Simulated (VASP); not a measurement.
# GaSb3 (P1) in VASP: relaxation of cell and atoms with PBE

Aim: the relaxation of cell and atoms of GaSb3 with PBE.

Everything below comes from runs of VASP 6.6.1. Logs are shortened: lines on timing, memory, paths and dates and some standing lists are left out, and cuts for length are marked.

## (1) The cell of the first run

The typed cell holds 8 atoms: a = 4.383 Å, b = 4.413 Å, c = 14.527 Å, α = 89.50°, β = 91.22°, γ = 119.77°.

## (2) Relaxation of cell and atoms, PBE

The input, INCAR:

```
PREC = Accurate
ENCUT = 600
EDIFF = 1E-6
ISMEAR = 0
SIGMA = 0.2
LREAL = False
LASPH = True
NELM = 80
ALGO = Normal
ISIF = 3
LWAVE = False
LCHARG = False
GGA = PE
IBRION = 2
NSW = 80
EDIFFG = -0.025
```

The input, KPOINTS:

```
Automatic mesh
0
Gamma
  6 6 2
```

The input, POSCAR:

```
GaSb3
1.0
    4.3829173866      0.0003943437     -0.0461957247
   -2.1911171817      3.8302149842      0.0190883035
   -0.1556461488     -0.0155992081     14.5265318796
Ga Sb
2 6
Direct
    0.3128675848      0.6641346512      0.0695256145
    0.6648996359      0.3164811610      0.3039849536
    0.0114810856     -0.0011176306      1.0019477743
    0.3436105229      0.6606908282      0.2520836912
    0.6625139256      0.3319280586      0.4909424354
   -0.0076984104      0.0111952223      0.5909967946
    0.3392440436      0.6831332861      0.7408479692
    0.6730816120      0.3335544233      0.8406707670
```

Potentials or basis: VASP PAW PBE potentials, release 64 (Ga_d, Sb).

The run is started by

```bash
> cat potpaw_PBE.64/Ga_d/POTCAR potpaw_PBE.64/Sb/POTCAR > POTCAR
> mpirun -np 1 vasp_std > vasp.out
```

OUTCAR:

```text
PREC = Accurate
   ENCUT = 600
   EDIFF = 1E-6
   ISMEAR = 0
   LREAL = False
   LASPH = True
   NELM = 80
   ISIF = 3
   GGA = PE
   IBRION = 2
   NSW = 80
   EDIFFG = -0.025

 ion  position               nearest neighbor table
   1  0.313  0.664  0.070-   3 2.60   4 2.65   3 2.73   3 2.85
   2  0.665  0.316  0.304-   4 2.62   4 2.63   4 2.70   5 2.72
   3  0.011  0.999  0.002-   1 2.60   1 2.73   1 2.85   8 3.44   8 3.46   8 3.47
   4  0.344  0.661  0.252-   2 2.62   2 2.63   1 2.65   2 2.70
   5  0.663  0.332  0.491-   2 2.72   6 2.85   6 2.96   6 2.98
   6  0.992  0.011  0.591-   5 2.85   5 2.96   5 2.98   7 3.34   7 3.34   7 3.37
   7  0.339  0.683  0.741-   8 2.88   8 2.95   8 2.96   6 3.34   6 3.34   6 3.37
   8  0.673  0.334  0.841-   7 2.88   7 2.95   7 2.96   3 3.44   3 3.46   3 3.47

  LATTYP: Found a triclinic cell.
 ALAT       =     4.3831608479
 B/A-ratio  =     1.0067388320
 C/A-ratio  =     3.3143602480
 COS(alpha) =     0.0087134887
 COS(beta)  =     0.0212522444
 COS(gamma) =     0.4964880768

  Lattice vectors:

 A1 = (   4.3829173866,   0.0003943437,  -0.0461957247)
 A2 = (   2.1911171817,  -3.8302149842,  -0.0190883035)
 A3 = (   0.1556461488,   0.0155992081, -14.5265318796)

Analysis of symmetry for initial positions (statically):
=====================================================================
 Subroutine PRICEL returns:
 Original cell was already a primitive cell.

 Routine SETGRP: Setting up the symmetry group for a
 triclinic supercell.

 Subroutine GETGRP returns: Found  1 space group operations
 (whereof  1 operations were pure point group operations)
 out of a pool of  2 trial point group operations.

The static configuration has the point symmetry C_1 .

Analysis of symmetry for dynamics (positions and initial velocities):
=====================================================================
 Subroutine PRICEL returns:
 Original cell was already a primitive cell.

 Routine SETGRP: Setting up the symmetry group for a
 triclinic supercell.

 Subroutine GETGRP returns: Found  1 space group operations
 (whereof  1 operations were pure point group operations)
 out of a pool of  2 trial point group operations.

The dynamic configuration has the point symmetry C_1 .

 Subroutine INISYM returns: Found  1 space group operations
 (whereof  1 operations are pure point group operations),
 and found     1 'primitive' translations

----------------------------------------------------------------------------------------

                                     Primitive cell

  volume of cell :     243.8491

  direct lattice vectors                    reciprocal lattice vectors
     4.382917387  0.000394344 -0.046195725     0.228174035  0.130516618  0.002584950
    -2.191117182  3.830214984  0.019088304    -0.000020537  0.261068807  0.000280127
    -0.155646149 -0.015599208 14.526531880     0.000725642  0.000072003  0.068847408

  length of vectors
     4.383160848  4.412698233 14.527374075     0.262877652  0.261068958  0.068851270

  position of ions in fractional coordinates (direct lattice)
     0.312867585  0.664134651  0.069525615
     0.664899636  0.316481161  0.303984954
     0.011481086  0.998882369  0.001947774
     0.343610523  0.660690828  0.252083691
     0.662513926  0.331928059  0.490942435
     0.992301590  0.011195222  0.590996795
     0.339244044  0.683133286  0.740847969
     0.673081612  0.333554423  0.840670767

  ion indices of the primitive-cell ions
   primitive index   ion index
                 1           1
                 2           2
                 3           3
                 4           4
                 5           5
                 6           6
                 7           7
                 8           8

----------------------------------------------------------------------------------------

 KPOINTS: Automatic mesh

Automatic generation of k-mesh.
 Grid dimensions read from file:
 generate k-points for:    6    6    2

 Generating k-lattice:

  Cartesian coordinates                     Fractional coordinates (reciprocal lattice)
     0.038029006  0.021752770  0.000430825     0.166666667  0.000000000  0.000000000
    -0.000003423  0.043511468  0.000046688    -0.000000000  0.166666667  0.000000000
     0.000362821  0.000036001  0.034423704     0.000000000 -0.000000000  0.500000000

  Length of vectors
     0.043812942  0.043511493  0.034425635

  Shift w.r.t. Gamma in fractional coordinates (k-lattice)
     0.000000000  0.000000000  0.000000000

 Subroutine IBZKPT returns following result:
 ===========================================

 Found     40 irreducible k-points:

 Following reciprocal coordinates:
            Coordinates               Weight
  0.000000  0.000000  0.000000      1.000000
  0.166667  0.000000  0.000000      2.000000
  0.333333  0.000000  0.000000      2.000000
  0.500000 -0.000000  0.000000      1.000000
 -0.000000  0.166667  0.000000      2.000000
  0.166667  0.166667  0.000000      2.000000
[... 16 lines left out ...]
  0.333333  0.000000  0.500000      2.000000
  0.500000 -0.000000  0.500000      1.000000
 [... further k-points ...]
   k-points           NKPTS =     40   k-points in BZ     NKDIM =     40   number of bands    NBANDS=     33
   number of dos      NEDOS =    301   number of ions     NIONS =      8
   total plane-waves  NPLWV = 155520
   dimension x,y,z NGX =    36 NGY =   36 NGZ =  120
   dimension x,y,z NGXF=    72 NGYF=   72 NGZF=  240
   ions per type =               2   6
   NGX,Y,Z   is equivalent  to a cutoff of  13.65, 13.56, 13.73 a.u.
   NGXF,Y,Z  is equivalent  to a cutoff of  27.31, 27.13, 27.46 a.u.
 SYSTEM =  unknown system
   PREC   = accura    normal or accurate (medium, high low for compatibility)
   ISTART =      0    job   : 0-new  1-cont  2-samecut
   ICHARG =      2    charge: 1-file 2-atom 10-const
   ISPIN  =      1    spin polarized calculation?
   LNONCOLLINEAR =      F non collinear calculations
   LSORBIT =      F    spin-orbit coupling
   LASPH  =      T    aspherical Exc in radial PAW
   ENCUT  =  600.0 eV  44.10 Ry    6.64 a.u.   8.75  8.81 29.01*2*pi/ulx,y,z
   NELM   =     80;   NELMIN=  2; NELMDL= -5     # of ELM steps
   EDIFF  = 0.1E-05   stopping-criterion for ELM
   LREAL  =      F    real-space projection
   EDIFFG = -.3E-01   stopping-criterion for IOM
   NSW    =     80    number of steps for IOM
   IBRION =      2    ionic relax: 0-MD 1-quasi-New 2-CG
   NFREE  =      1    steps in history (QN), initial steepest desc. (CG)
   ISIF   =      3    stress and relaxation
   ISYM   =      2    0-nonsym 1-usesym 2-fastsym
   POTIM  = 0.5000    time-step for ionic-motion
   TEBEG  =    0.0;   TEEND  =   0.0 temperature during run
   PSTRESS=    0.0 pullay stress
   NELECT =      56.0000    total number of electrons
   NUPDOWN=      -1.0000    fix difference up-down
   EMIN   =  10.00;   EMAX   =-10.00  energy-range for DOS
   EFERMI =   0.00;   METHOD = LEGACY
   ISMEAR =     0;   SIGMA  =   0.20  broadening in eV -4-tet -1-fermi 0-gaus
   EFERMI_NEDOS =   21; number of points for ismear=-14 and -15
   IALGO  =     38    algorithm
   IMIX   =      4    mixing-type and parameters
     AMIX     =   0.40;   BMIX     =  1.00
     AMIX_MAG =   1.60;   BMIX_MAG =  1.00
  volume/ion in A,a.u.               =      30.48       205.70
  Fermi-wavevector in a.u.,A,eV,Ry     =   1.002529  1.894506 13.674742  1.005065
  Thomas-Fermi vector in A             =   2.135022
   LORBIT       =      0    0 simple, 1 ext, 2 COOP (PROOUT), +10 PAW based schemes
   GGA     = PE    functional components
   LHFCALC =     F    Hartree Fock is set to
   AEXX    =    0.0000 exact exchange contribution
   IVDW    =     0    specifies the selected vdW correction
   LEPSILON=     F    determine dielectric tensor
   LRPA    =     F    only Hartree local field effects (RPA)
 conjugate gradient relaxation of ions
 non-spin polarized calculation
 Gauss-broadening in eV      SIGMA  =   0.20
  energy-cutoff  :      600.00
  volume of cell :      243.85
 maximum number of plane-waves:      8162
   NGX = 17   NGY = 17   NGZ = 59

--------------------------------------- Ionic step        1  -------------------------------------------

 number of electron      56.0000001 magnetization

 Free energy of the ion-electron system (eV)
  ---------------------------------------------------
  ext. energy  EPLUGINS =         0.00000000
  ---------------------------------------------------
  free energy    TOTEN  =       -30.65036851 eV

  energy without entropy =      -30.62480694  energy(sigma->0) =      -30.63758773

------------------------ aborting loop because EDIFF is reached ----------------------------------------

  FORCE on cell =-STRESS in cart. coord.  units (eV):
  Direction    XX          YY          ZZ          XY          YZ          ZX
  --------------------------------------------------------------------------------------
  -------------------------------------------------------------------------------------
  Total        1.6522308      1.2834738      2.5623934     -1.3311835     -0.0068466      1.9329641
  in kB       10.8557566      8.4328893     16.8358557     -8.7463594     -0.0449848     12.7002764
  external PRESSURE =      12.0415005 kB  Pullay stress =       0.0000000 kB
[... 107 lines left out ...]
  FREE ENERGIE OF THE ION-ELECTRON SYSTEM (eV)
  ---------------------------------------------------
  free  energy   TOTEN  =       -30.7671742930 eV

  energy  without entropy=      -30.7410244745  energy(sigma->0) =      -30.75409938

[... ionic steps 4 to 11 ...]

--------------------------------------- Ionic step       12  -------------------------------------------

 number of electron      56.0000004 magnetization

------------------------ aborting loop because EDIFF is reached ----------------------------------------
[... 79 lines left out ...]
--------------------------------------- Ionic step       14  -------------------------------------------

 number of electron      56.0000006 magnetization

 Free energy of the ion-electron system (eV)
  ---------------------------------------------------
  ext. energy  EPLUGINS =         0.00000000
  ---------------------------------------------------
  free energy    TOTEN  =       -30.81398707 eV

  energy without entropy =      -30.78859658  energy(sigma->0) =      -30.80129182

 E-fermi :   5.5626     XC(G=0):  -9.0913

 val. band max:        5.5495412741   @ k =   0.0000   0.1667   0.5000
 cond. band min:       5.6238701346   @ k =   0.0000  -0.0000   0.5000
 fundamental gap:      0.0743288605
 Fermi energy:         5.5626092160

 k-point     1 :       0.0000    0.0000    0.0000
  band No.  band energies     occupation
      1      -9.7662      2.00000
      2      -9.7261      2.00000
      3      -9.7257      2.00000
      4      -9.6927      2.00000
      5      -9.6921      2.00000
      6      -9.3193      2.00000
[... 853 lines left out ...]
     32       7.0412      0.00000
     33       7.3438      0.00000

 [... further k-points ...]

------------------------ aborting loop because EDIFF is reached ----------------------------------------

  FORCE on cell =-STRESS in cart. coord.  units (eV):
  Direction    XX          YY          ZZ          XY          YZ          ZX
  --------------------------------------------------------------------------------------
  -------------------------------------------------------------------------------------
  Total       -0.0508971     -0.0330229     -0.0666229      0.0040232      0.0241830      0.0009941
  in kB       -0.3284217     -0.2130860     -0.4298953      0.0259600      0.1560445      0.0064148
  external PRESSURE =      -0.3238010 kB  Pullay stress =       0.0000000 kB
[... 23 lines left out ...]
  FREE ENERGIE OF THE ION-ELECTRON SYSTEM (eV)
  ---------------------------------------------------
  free  energy   TOTEN  =       -30.8139870712 eV

  energy  without entropy=      -30.7885965773  energy(sigma->0) =      -30.80129182

 reached required accuracy - stopping structural energy minimisation
```

It took 35 min on 1 thread of AMD EPYC 9R45 (Zen 5), shared host; peak memory 0.63 GiB.

Results:

* Free energy: -30.8140 eV
* Relaxed volume: 31.04 Å³/atom
* Relaxed cell: a = 4.402 Å, b = 4.401 Å, c = 14.797 Å, α = 90.09°, β = 90.03°, γ = 119.98°
* Space group after relaxing (to 0.1 Å): P3m1 (No. 156)
* Energy gained by relaxing: 20.5 meV/atom
* Ionic steps: 14
* Pressure after relaxing: 0.0 GPa
* Largest force after relaxing: 0.024 eV/Å
* Band gap on the k mesh: zero (bands 28 and 29 overlap by 0.06 eV)

Forces in eV/Å, atoms in the order of the input:
```
Ga   0.003  0.006 -0.011
Ga  -0.001  0.002 -0.004
Sb   0.012 -0.011 -0.013
Sb  -0.020  0.011  0.006
Sb   0.011  0.007  0.011
Sb   0.006 -0.011  0.005
Sb   0.003  0.000 -0.003
Sb  -0.014 -0.004  0.009
```

Step by step:
| step | energy change (eV) | largest force (eV/Å) | pressure (GPa) | volume (Å³) |
| --- | --- | --- | --- | --- |
| 1 | 0.0000 | 0.8817 | 1.20 | 243.85 |
| 2 | -0.1161 | 0.3580 | -0.62 | 251.97 |
| 3 | -0.1168 | 0.3876 | -0.50 | 251.34 |
| 4 | -0.1459 | 0.1961 | -0.12 | 249.08 |
| 5 | -0.1517 | 0.2018 | 0.18 | 247.58 |
| 6 | -0.1580 | 0.1313 | -0.01 | 248.43 |
| 7 | -0.1582 | 0.1216 | -0.07 | 248.67 |
| 8 | -0.1607 | 0.0607 | -0.03 | 248.40 |
| 9 | -0.1611 | 0.0661 | 0.02 | 248.24 |
| 10 | -0.1621 | 0.0454 | -0.01 | 248.35 |
| 11 | -0.1625 | 0.0404 | -0.02 | 248.46 |
| 12 | -0.1630 | 0.0307 | 0.01 | 248.30 |
| 13 | -0.1632 | 0.0303 | 0.03 | 248.18 |
| 14 | -0.1636 | 0.0236 | -0.03 | 248.30 |

Final structure:
```yaml
crystal:
  lattice:
    - [4.40210, 0.00116, -0.00070]
    - [-2.20028, 3.81131, -0.00358]
    - [-0.00410, -0.01418, 14.79693]
  atoms:
    - { symbol: Ga, position: [0.33182, 0.66531, 0.06519] }
    - { symbol: Ga, position: [0.66990, 0.32421, 0.30727] }
    - { symbol: Sb, position: [0.99796, 0.99778, 0.00129] }
    - { symbol: Sb, position: [0.33627, 0.65729, 0.24926] }
    - { symbol: Sb, position: [0.66356, 0.33745, 0.49273] }
    - { symbol: Sb, position: [0.99777, 0.00714, 0.59316] }
    - { symbol: Sb, position: [0.33384, 0.67055, 0.73922] }
    - { symbol: Sb, position: [0.66888, 0.34027, 0.84287] }
```

Caveat: semilocal functionals underestimate gaps, and a narrow one can read as zero; spin-orbit coupling is left out, which moves the levels of the heavy elements.

The gap in the log of VASP goes by the Fermi energy; the results here count the filled bands.